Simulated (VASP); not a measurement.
Input of a VASP 6.6.1 run:

INCAR

```
PREC     = Accurate       # precision mode
ENCUT    = 520            # plane-wave cutoff, eV
EDIFF    = 1E-6           # SCF threshold, eV
ISMEAR   = 0              # smearing method
SIGMA    = 0.1            # smearing width, eV
LREAL    = F              # projectors in reciprocal space
LASPH    = T              # aspherical terms in the spheres
NELM     = 60             # most SCF steps
ALGO     = Normal         # electronic algorithm
ISIF     = 2              # what is computed and relaxed
LWAVE    = F              # write WAVECAR
LCHARG   = T              # write CHGCAR
GGA      = PS             # functional
LELF     = T              # ELF
LVHAR    = T            
NBANDS   = 25             # bands
```

The input KPOINTS:

```
Automatic mesh
0
Gamma
  6 6 6
```

The input POSCAR:

```
Zr
1.0
    4.9679365474      0.0000000000      0.0000000000
   -2.4839682737      4.3023592545      0.0000000000
    0.0000000000      0.0000000000      3.1188748524
Zr
3
Direct
    0.0000000000      0.0000000000      0.0000000000
    0.3333333333      0.6666666667      0.5000000000
    0.6666666667      0.3333333333      0.5000000000
```

Potentials or basis: VASP PAW PBE potentials, release 64 (Zr_sv).

The run is started by

```sh
$ cat potpaw_PBE.64/Zr_sv/POTCAR > POTCAR
$ mpirun -np 1 vasp_std > vasp.out
```

Question: Predict the pressure.

Answer: 0.0 GPa.

Question: What does it give for the band gap on the k mesh?

Answer: Zero (band 18 reaches 9.51 eV, above the bottom of band 19 at 9.10 eV).

Stress tensor (GPa, compression positive):
```
-0.07  0.00  0.00
 0.00 -0.07  0.00
 0.00  0.00  0.02
```

Caveat: the PAW data sets were made with another functional, which shifts forces and pressure a little.
